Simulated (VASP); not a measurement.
# ZnHgO2: single point with r2SCAN

ZnHgO2:

```xyz
4
Lattice="3.2928 0.0000 0.0000 0.0000 3.2928 0.0000 0.0000 0.0000 5.1406" Properties=species:S:1:pos:R:3 pbc="T T T"
Zn    0.0000    0.0000    0.0000
O     0.0000    1.6464    1.0458
O     1.6464    0.0000    4.0948
Hg    1.6464    1.6464    2.5703
```

This cell differs from its parent crystal: volume changed by -3%.

- Program: VASP 6.6.1
- Task: single point
- Functional: r2SCAN
- Potentials or basis: VASP PAW PBE potentials, release 64 (Zn, O, Hg)
- Cutoff: 520 eV
- k mesh: 6 × 6 × 4
- Occupations: fermi-dirac, width 0.02 eV
- Spin: no spin polarisation
- Dipole correction: no
- Further INCAR settings: ALGO = Normal; EDIFF = 1e-07; NBANDS = 26

```json
{
 "Pressure": "5.4 GPa",
 "Largest force": "0.091 eV/Å",
 "Band gap on the k mesh": "zero (filled and empty bands touch)"
}
```

Forces in eV/Å, atoms in the order of the input:
```
Zn   0.000  0.000  0.000
O    0.000  0.000 -0.091
O    0.000  0.000  0.091
Hg   0.000  0.000  0.000
```

Stress tensor (GPa, compression positive):
```
5.08 0.00 0.00
0.00 5.08 0.00
0.00 0.00 6.09
```

Levels at points of the mesh, in eV from the Fermi level:
```tsv
k point	band 14	band 15	band 16	band 17	band 18	band 19	band 20	band 21	band 22	band 23
(0.00, 0.00, 0.00)	-2.27	-2.27	-0.71	-0.51	0.00	0.00	5.79	7.56	11.81	12.91
(0.50, 0.00, 0.00)	-3.21	-2.75	-1.80	-1.06	-0.62	3.53	4.87	8.33	9.82	9.84
(0.50, 0.50, 0.00)	-2.65	-2.42	-2.41	-2.07	-2.07	5.29	5.29	5.44	10.05	10.56
(0.00, 0.00, 0.50)	-2.17	-1.29	-1.29	-0.80	-0.80	1.92	3.54	8.93	11.10	12.74
(0.50, 0.00, 0.50)	-4.09	-1.35	-1.12	-0.63	-0.61	2.87	4.43	7.67	8.15	11.85
(0.50, 0.50, 0.50)	-2.88	-2.74	-2.74	-2.26	-1.94	5.63	6.97	6.97	9.96	9.96
```

It took 96 s on 1 thread of AMD EPYC 9R45 96-Core Processor (Zen 5) (shared host), peak memory 0.17 GiB.

Caveat: the PAW data sets were made with another functional, which shifts forces and pressure a little; spin-orbit coupling is left out, which moves the levels of the heavy elements.
